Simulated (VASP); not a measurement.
# MoS2 (P-6m2) in VASP: further runs

Runs on MoS2. Level: PBE+D3(BJ). Tasks: single point.

All numbers are computed with VASP 6.6.1; they aren't measurements. Logs are shortened: lines on timing, memory, paths and dates and some standing lists are left out, and cuts for length are marked.

## (1) The cell of the first run

Symmetry: P-6m2, No. 187, hexagonal system. The conventional cell has a = 2.982 Å, b = 2.982 Å, c = 6.818 Å, α = 90.00°, β = 90.00°, γ = 120.00°. Mo (site symmetry -6m2) has 6 S at 2.36 Å and 6 Mo at 2.98 Å within 3.1 Å. S (site symmetry 3m) has 3 Mo at 2.36 Å and 7 S at 2.98 to 3.22 Å within 3.3 Å.

## (2) Single point, PBE+D3(BJ) (17.50 Å³/atom)

The input, INCAR:

```
SYSTEM = MoS2
  ALGO = Normal
  EDIFF = 1E-6
  ENCUT = 500
  GGA = PE
  GGA_COMPAT = .FALSE.
  ISIF = 2
  ISMEAR = 0
  IVDW = 12
  LASPH = .TRUE.
  LCHARG = .FALSE.
  LREAL = .FALSE.
  LWAVE = .FALSE.
  NBANDS = 20
  NELM = 120
  PREC = Accurate
  SIGMA = 0.05
```

The input, KPOINTS:

```
k-points
0
G
  12 12 6
  0 0 0
```

The input, POSCAR:

```
MoS2
1.0
    2.9822947721      0.0000000000      0.0000000000
   -1.4911473861      2.5827430342      0.0000000000
    0.0000000000      0.0000000000      6.8175258490
Mo S
1 2
Direct
    0.0000000000      0.0000000000      0.0000000000
    0.3333333333      0.6666666667      0.2357940733
    0.3333333333      0.6666666667      0.7642059267
```

Potentials or basis: VASP PAW PBE potentials, release 64 (Mo_sv, S).

On the command line:

```
$ cat potpaw_PBE.64/Mo_sv/POTCAR potpaw_PBE.64/S/POTCAR > POTCAR
$ mpirun -np 1 vasp_std > vasp.out
```

OUTCAR:

```text
SYSTEM = MoS2
   EDIFF = 1E-6
   ENCUT = 500
   GGA = PE
   ISIF = 2
   ISMEAR = 0
   IVDW = 12
   LASPH = .TRUE.
   LREAL = .FALSE.
   NELM = 120
   PREC = Accurate
 IVDW          = 12

 ion  position               nearest neighbor table
   1  0.000  0.000  0.000-   2 2.36   3 2.36   2 2.36   3 2.36   2 2.36   3 2.36
   2  0.333  0.667  0.236-   1 2.36   1 2.36   1 2.36
   3  0.333  0.667  0.764-   1 2.36   1 2.36   1 2.36

  LATTYP: Found a hexagonal cell.
 ALAT       =     2.9822947721
 C/A-ratio  =     2.2860000000

  Lattice vectors:

 A1 = (   2.9822947721,   0.0000000000,   0.0000000000)
 A2 = (  -1.4911473861,   2.5827430342,   0.0000000000)
 A3 = (   0.0000000000,   0.0000000000,   6.8175258490)

Analysis of symmetry for initial positions (statically):
=====================================================================
 Subroutine PRICEL returns:
 Original cell was already a primitive cell.

 Routine SETGRP: Setting up the symmetry group for a
 hexagonal supercell.

 Subroutine GETGRP returns: Found 12 space group operations
 (whereof 12 operations were pure point group operations)
 out of a pool of 24 trial point group operations.

The static configuration has the point symmetry D_3h.

Analysis of symmetry for dynamics (positions and initial velocities):
=====================================================================
 Subroutine PRICEL returns:
 Original cell was already a primitive cell.

 Routine SETGRP: Setting up the symmetry group for a
 hexagonal supercell.

 Subroutine GETGRP returns: Found 12 space group operations
 (whereof 12 operations were pure point group operations)
 out of a pool of 24 trial point group operations.

The dynamic configuration has the point symmetry D_3h.

 Subroutine INISYM returns: Found 12 space group operations
 (whereof 12 operations are pure point group operations),
 and found     1 'primitive' translations

----------------------------------------------------------------------------------------

                                     Primitive cell

  volume of cell :      52.5120

  direct lattice vectors                    reciprocal lattice vectors
     2.982294772  0.000000000  0.000000000     0.335312260  0.193592624  0.000000000
    -1.491147386  2.582743034  0.000000000     0.000000000  0.387185247  0.000000000
     0.000000000  0.000000000  6.817525849     0.000000000  0.000000000  0.146680779

  length of vectors
     2.982294772  2.982294772  6.817525849     0.387185247  0.387185247  0.146680779

  position of ions in fractional coordinates (direct lattice)
     0.000000000  0.000000000  0.000000000
     0.333333333  0.666666667  0.235794073
     0.333333333  0.666666667  0.764205927

  ion indices of the primitive-cell ions
   primitive index   ion index
                 1           1
                 2           2
                 3           3

----------------------------------------------------------------------------------------

 KPOINTS: k-points

Automatic generation of k-mesh.
 Grid dimensions read from file:
 generate k-points for:   12   12    6

 Generating k-lattice:

  Cartesian coordinates                     Fractional coordinates (reciprocal lattice)
     0.027942688  0.016132719  0.000000000     0.083333333  0.000000000  0.000000000
     0.000000000  0.032265437  0.000000000     0.000000000  0.083333333  0.000000000
     0.000000000  0.000000000  0.024446796     0.000000000  0.000000000  0.166666667

  Length of vectors
     0.032265437  0.032265437  0.024446796

  Shift w.r.t. Gamma in fractional coordinates (k-lattice)
     0.000000000  0.000000000  0.000000000

 Subroutine IBZKPT returns following result:
 ===========================================

 Found     76 irreducible k-points:

 Following reciprocal coordinates:
            Coordinates               Weight
  0.000000  0.000000  0.000000      1.000000
  0.083333  0.000000  0.000000      6.000000
  0.166667 -0.000000  0.000000      6.000000
  0.250000  0.000000  0.000000      6.000000
  0.333333  0.000000  0.000000      6.000000
  0.416667  0.000000  0.000000      6.000000
[... 16 lines left out ...]
  0.250000  0.000000  0.166667     12.000000
  0.333333  0.000000  0.166667     12.000000
 [... further k-points ...]
   k-points           NKPTS =     76   k-points in BZ     NKDIM =     76   number of bands    NBANDS=     20
   number of dos      NEDOS =    301   number of ions     NIONS =      3
   total plane-waves  NPLWV =  28800
   dimension x,y,z NGX =    24 NGY =   24 NGZ =   50
   dimension x,y,z NGXF=    48 NGYF=   48 NGZF=  100
   ions per type =               1   2
   NGX,Y,Z   is equivalent  to a cutoff of  13.38, 13.38, 12.19 a.u.
   NGXF,Y,Z  is equivalent  to a cutoff of  26.76, 26.76, 24.39 a.u.
 SYSTEM =  MoS2
   PREC   = accura    normal or accurate (medium, high low for compatibility)
   ISTART =      0    job   : 0-new  1-cont  2-samecut
   ICHARG =      2    charge: 1-file 2-atom 10-const
   ISPIN  =      1    spin polarized calculation?
   LNONCOLLINEAR =      F non collinear calculations
   LSORBIT =      F    spin-orbit coupling
   LASPH  =      T    aspherical Exc in radial PAW
   ENCUT  =  500.0 eV  36.75 Ry    6.06 a.u.   5.44  5.44 12.43*2*pi/ulx,y,z
   NELM   =    120;   NELMIN=  2; NELMDL= -5     # of ELM steps
   EDIFF  = 0.1E-05   stopping-criterion for ELM
   LREAL  =      F    real-space projection
   EDIFFG = 0.1E-04   stopping-criterion for IOM
   NSW    =      0    number of steps for IOM
   IBRION =     -1    ionic relax: 0-MD 1-quasi-New 2-CG
   NFREE  =      0    steps in history (QN), initial steepest desc. (CG)
   ISIF   =      2    stress and relaxation
   ISYM   =      2    0-nonsym 1-usesym 2-fastsym
   POTIM  = 0.5000    time-step for ionic-motion
   TEBEG  =    0.0;   TEEND  =   0.0 temperature during run
   PSTRESS=    0.0 pullay stress
   NELECT =      26.0000    total number of electrons
   NUPDOWN=      -1.0000    fix difference up-down
   EMIN   =  10.00;   EMAX   =-10.00  energy-range for DOS
   EFERMI =   0.00;   METHOD = LEGACY
   ISMEAR =     0;   SIGMA  =   0.05  broadening in eV -4-tet -1-fermi 0-gaus
   EFERMI_NEDOS =   21; number of points for ismear=-14 and -15
   IALGO  =     38    algorithm
   IMIX   =      4    mixing-type and parameters
     AMIX     =   0.40;   BMIX     =  1.00
     AMIX_MAG =   1.60;   BMIX_MAG =  1.00
  volume/ion in A,a.u.               =      17.50       118.12
  Fermi-wavevector in a.u.,A,eV,Ry     =   1.295129  2.447439 22.821863  1.677360
  Thomas-Fermi vector in A             =   2.426668
   LORBIT       =      0    0 simple, 1 ext, 2 COOP (PROOUT), +10 PAW based schemes
   GGA     = PE    functional components
   LHFCALC =     F    Hartree Fock is set to
   AEXX    =    0.0000 exact exchange contribution
   IVDW    =    12    specifies the selected vdW correction
   LEPSILON=     F    determine dielectric tensor
   LRPA    =     F    only Hartree local field effects (RPA)
 non-spin polarized calculation
 Gauss-broadening in eV      SIGMA  =   0.05
  energy-cutoff  :      500.00
  volume of cell :       52.51
 maximum number of plane-waves:      1373
 NGX is ok and might be reduce to    24
   NGX = 11   NGY = 11   NGZ = 25

 number of electron      26.0000001 magnetization

 Free energy of the ion-electron system (eV)
  ---------------------------------------------------
  ext. energy  EPLUGINS =         0.00000000
  ---------------------------------------------------
  free energy    TOTEN  =       -21.38966369 eV

  energy without entropy =      -21.38966369  energy(sigma->0) =      -21.38966369

 E-fermi :   7.5039     XC(G=0): -10.6860

 val. band max:        7.1258120629   @ k =   0.3333   0.3333   0.5000
 cond. band min:       8.4595149887   @ k =   0.1667   0.1667   0.0000
 fundamental gap:      1.3337029258
 Fermi energy:         7.5038958059

 k-point     1 :       0.0000    0.0000    0.0000
  band No.  band energies     occupation
      1     -53.5981      2.00000
      2     -27.8966      2.00000
      3     -27.3934      2.00000
      4     -27.3934      2.00000
      5      -7.7685      2.00000
      6      -6.3479      2.00000
[... 12 lines left out ...]
     19      14.8948      0.00000
     20      17.1052      0.00000

 k-point     2 :       0.0833    0.0000    0.0000
  band No.  band energies     occupation
      1     -53.5924      2.00000
      2     -27.8867      2.00000
      3     -27.4423      2.00000
      4     -27.4043      2.00000
      5      -7.6363      2.00000
      6      -6.2874      2.00000
[... 12 lines left out ...]
     19      15.2082      0.00000
     20      17.6103      0.00000

 k-point     3 :       0.1667   -0.0000    0.0000
  band No.  band energies     occupation
      1     -53.5766      2.00000
      2     -27.8597      2.00000
      3     -27.5743      2.00000
      4     -27.4339      2.00000
      5      -7.2570      2.00000
      6      -6.1144      2.00000
[... 12 lines left out ...]
     19      16.4097      0.00000
     20      17.5055      0.00000

 k-point     4 :       0.2500    0.0000    0.0000
  band No.  band energies     occupation
      1     -53.5550      2.00000
      2     -27.8226      2.00000
      3     -27.7509      2.00000
      4     -27.4741      2.00000
      5      -6.6829      2.00000
      6      -5.8556      2.00000
[... 12 lines left out ...]
     19      16.4427      0.00000
     20      16.4892      0.00000

 k-point     5 :       0.3333    0.0000    0.0000
  band No.  band energies     occupation
      1     -53.5333      2.00000
      2     -27.9233      2.00000
      3     -27.7853      2.00000
      4     -27.5139      2.00000
      5      -6.0102      2.00000
      6      -5.5630      2.00000
[... 12 lines left out ...]
     19      15.3175      0.00000
     20      15.5810      0.00000
[... 353 lines left out ...]
      6      -6.3252      2.00000
[... 12 lines left out ...]
     19      15.2127      0.00000
     20      17.5905      0.00000

 k-point    22 :       0.1667   -0.0000    0.1667
  band No.  band energies     occupation
      1     -53.5766      2.00000
      2     -27.8597      2.00000
      3     -27.5743      2.00000
      4     -27.4339      2.00000
      5      -7.2350      2.00000
      6      -6.1488      2.00000
[... 12 lines left out ...]
     19      16.3689      0.00000
     20      17.4282      0.00000

 k-point    23 :       0.2500    0.0000    0.1667
  band No.  band energies     occupation
      1     -53.5550      2.00000
      2     -27.8226      2.00000
      3     -27.7509      2.00000
      4     -27.4741      2.00000
      5      -6.6617      2.00000
      6      -5.8848      2.00000
[... 12 lines left out ...]
     19      16.0782      0.00000
     20      16.8411      0.00000

 k-point    24 :       0.3333    0.0000    0.1667
  band No.  band energies     occupation
      1     -53.5333      2.00000
      2     -27.9233      2.00000
      3     -27.7853      2.00000
      4     -27.5139      2.00000
      5      -5.9916      2.00000
      6      -5.5853      2.00000
[... 12 lines left out ...]
     19      15.0830      0.00000
     20      15.9142      0.00000

 [... further k-points ...]

------------------------ aborting loop because EDIFF is reached ----------------------------------------

 Edisp (eV)   -1.30371

 E8    (eV) :    -0.5273

  FORCE on cell =-STRESS in cart. coord.  units (eV):
  Direction    XX          YY          ZZ          XY          YZ          ZX
  --------------------------------------------------------------------------------------
  -------------------------------------------------------------------------------------
  Total       5.85695     5.85695     1.11417    -0.00000     0.00000     0.00000
  in kB     178.69965   178.69965    33.99416    -0.00000     0.00000     0.00000
  external pressure =      130.46 kB  Pullay stress =        0.00 kB

 VOLUME and BASIS-vectors are now :
 -----------------------------------------------------------------------------
  energy-cutoff  :      500.00
  volume of cell :       52.51
      direct lattice vectors                 reciprocal lattice vectors
     2.982294772  0.000000000  0.000000000     0.335312260  0.193592624  0.000000000
    -1.491147386  2.582743034  0.000000000     0.000000000  0.387185247  0.000000000
     0.000000000  0.000000000  6.817525849     0.000000000  0.000000000  0.146680779

 POSITION                                       TOTAL-FORCE (eV/Angst)
 -----------------------------------------------------------------------------------
      0.00000      0.00000      0.00000         0.000000     -0.000000      0.000000
     -0.00000      1.72183      1.60753         0.000000      0.000000      0.437737
     -0.00000      1.72183      5.20999         0.000000      0.000000     -0.437737
 -----------------------------------------------------------------------------------
    total drift:                                0.000000     -0.000000     -0.000000

  FREE ENERGIE OF THE ION-ELECTRON SYSTEM (eV)
  ---------------------------------------------------
  free  energy   TOTEN  =       -22.6933785882 eV

  energy  without entropy=      -22.6933785882  energy(sigma->0) =      -22.69337859
```

It took 73 s on 1 thread of Intel Xeon 8259CL, shared host; peak memory 0.23 GiB.

Results:

```yaml
Free_energy: -22.6934 eV
Pressure: 13.0 GPa
Largest_force: 0.438 eV/Å
Band_gap_on_the_k_mesh: 1.33 eV (least direct gap 2.24 eV)
Dispersion_energy_per_atom: -0.435 eV
```

Forces in eV/Å, atoms in the order of the input:
```
Mo   0.000  0.000  0.000
S    0.000  0.000  0.438
S    0.000  0.000 -0.438
```

Caveat: the cell stands under pressure. A k mesh can miss the band edges.

## (3) Single point, PBE+D3(BJ) (17.50 Å³/atom)

The input, INCAR:

```
SYSTEM = MoS2
  PREC = Accurate
  ENCUT = 500
  EDIFF = 1E-6
  ISMEAR = 0
  SIGMA = 0.05
  LREAL = .False.
  LASPH = .True.
  NELM = 120
  ALGO = Normal
  ISIF = 2
  LWAVE = .False.
  LCHARG = .False.
  GGA = PE
  IVDW = 12
  NBANDS = 20
  GGA_COMPAT = .False.
```

The input, KPOINTS:

```
Automatic mesh
0
Gamma
  12 12 6
  0 0 0
```

The input, POSCAR:

```
MoS2
1.0
    3.1460456588      0.0000000000      0.0000000000
   -1.5730228294      2.7245554619      0.0000000000
    0.0000000000      0.0000000000      6.1262947113
Mo S
1 2
Direct
    0.0000000000      0.0000000000      0.0000000000
    0.3333333333      0.6666666667      0.2357940733
    0.3333333333      0.6666666667      0.7642059267
```

Potentials or basis: VASP PAW PBE potentials, release 64 (Mo_sv, S).

On the command line:

```
$ cat potpaw_PBE.64/Mo_sv/POTCAR potpaw_PBE.64/S/POTCAR > POTCAR
$ mpirun -np 1 vasp_std > vasp.out
```

It took 66 s on 1 thread of Intel Xeon 8259CL, shared host; peak memory 0.22 GiB.

The run converged. Its results:

```
Free energy                : -22.6457 eV
Pressure                   : 15.1 GPa
Largest force              : 2.536 eV/Å
Band gap on the k mesh     : 0.18 eV (least direct gap 1.51 eV)
Dispersion energy per atom : -0.432 eV
```

Forces on the atoms (eV/Å):
```
Mo   0.000  0.000  0.000
S    0.000  0.000  2.536
S    0.000  0.000 -2.536
```

Stress tensor (GPa, compression positive):
```
 9.52  0.00  0.00
 0.00  9.52  0.00
 0.00  0.00 26.28
```

Levels at points of the mesh, in eV from the valence-band top:
```csv
k point,band 9,band 10,band 11,band 12,band 13,band 14,band 15,band 16,band 17,band 18
"(0.00, 0.00, 0.00)",-4.56,-3.18,-3.18,-1.48,-1.39,1.77,1.77,2.20,2.20,4.86
"(0.50, 0.00, 0.00)",-6.01,-4.90,-2.56,-2.18,-2.12,1.03,1.59,3.54,3.95,4.33
"(0.00, 0.00, 0.50)",-4.54,-3.70,-3.22,-3.22,0.00,1.64,1.64,2.40,2.40,4.99
"(0.50, 0.00, 0.50)",-5.36,-4.95,-3.55,-2.43,-1.53,1.08,1.76,2.65,3.58,6.28
```

Caveat: the cell stands under pressure; forces of over 1 eV/Å act on the atoms, so gaps and moduli don't describe the material at rest.

## (4) Single point, PBE+D3(BJ) (17.50 Å³/atom)

The input, INCAR:

```
SYSTEM = MoS2
ALGO = Normal
EDIFF = 1E-6
ENCUT = 500
GGA = PE
GGA_COMPAT = .FALSE.
ISIF = 2
ISMEAR = 0
IVDW = 12
LASPH = .TRUE.
LCHARG = .TRUE.
LELF = .TRUE.
LREAL = .FALSE.
LVHAR = .TRUE.
LWAVE = .FALSE.
NBANDS = 20
NELM = 120
PREC = Accurate
SIGMA = 0.05
```

The input, KPOINTS:

```
k-points
0
G
  12 12 6
  0 0 0
```

The input, POSCAR:

```
MoS2
1.0
    3.0089878490      0.0000000000      0.0000000000
   -1.5044939245      2.6058599169      0.0000000000
    0.0000000000      0.0000000000      6.6971042555
Mo S
1 2
Direct
    0.0000000000      0.0000000000      0.0000000000
    0.3333333333      0.6666666667      0.2357940733
    0.3333333333      0.6666666667      0.7642059267
```

On the command line:

```
$ cat potpaw_PBE.64/Mo_sv/POTCAR potpaw_PBE.64/S/POTCAR > POTCAR
$ mpirun -np 1 vasp_std > vasp.out
```

Wall time 71 s (1 thread of Intel Xeon 8259CL, shared host); peak memory 0.23 GiB.

It converged, with:

```
Free energy                : -22.7621 eV
Pressure                   : 13.3 GPa
Largest force              : 0.794 eV/Å
Band gap on the k mesh     : 1.45 eV (least direct gap 2.28 eV)
Dispersion energy per atom : -0.434 eV
```

Forces on the atoms (eV/Å):
```
Mo   0.000  0.000  0.000
S    0.000  0.000  0.794
S    0.000  0.000 -0.794
```

Stress tensor (GPa, compression positive):
```
16.32  0.00  0.00
 0.00 16.32  0.00
 0.00  0.00  7.26
```

Levels at points of the mesh, in eV from the valence-band top:
```
           k point  band 11  band 12  band 13  band 14  band 15  band 16
(0.00, 0.00, 0.00)    -1.26    -1.26    -1.07     3.24     3.24     3.37
(0.50, 0.00, 0.00)    -1.99    -1.04    -0.68     2.89     3.00     4.40
(0.00, 0.00, 0.50)    -1.27    -1.27    -0.05     3.18     3.18     3.45
(0.50, 0.00, 0.50)    -2.77    -0.62    -0.55     2.90     3.35     3.70
```

Caveat: the cell stands under pressure. A k mesh can miss the band edges.

## (5) The runs side by side

| cell | gap on the mesh (eV) | pressure (GPa) | largest force (eV/Å) |
| --- | --- | --- | --- |
| a = 2.982, b = 2.982, c = 6.818 Å, angles 90.0, 90.0, 120.0°, 3 atoms | 1.33 | 13.0 | 0.44 |
| a = 3.146, b = 3.146, c = 6.126 Å, angles 90.0, 90.0, 120.0°, 3 atoms | 0.18 | 15.1 | 2.54 |
| a = 3.009, b = 3.009, c = 6.697 Å, angles 90.0, 90.0, 120.0°, 3 atoms | 1.45 | 13.3 | 0.79 |

Alike in all rows: task single point; level PBE+D3(BJ); potentials or basis VASP PAW PBE potentials, release 64 (Mo_sv, S); no spin polarisation; k mesh 12 × 12 × 6; cutoff (eV) 500; smearing gaussian 0.05 eV.

Caveats: the cell stands under pressure; forces of over 1 eV/Å act on the atoms, so gaps and moduli don't describe the material at rest (at least some runs).

Total energies depend on the potentials used, so only differences within one code and one set of settings carry meaning.
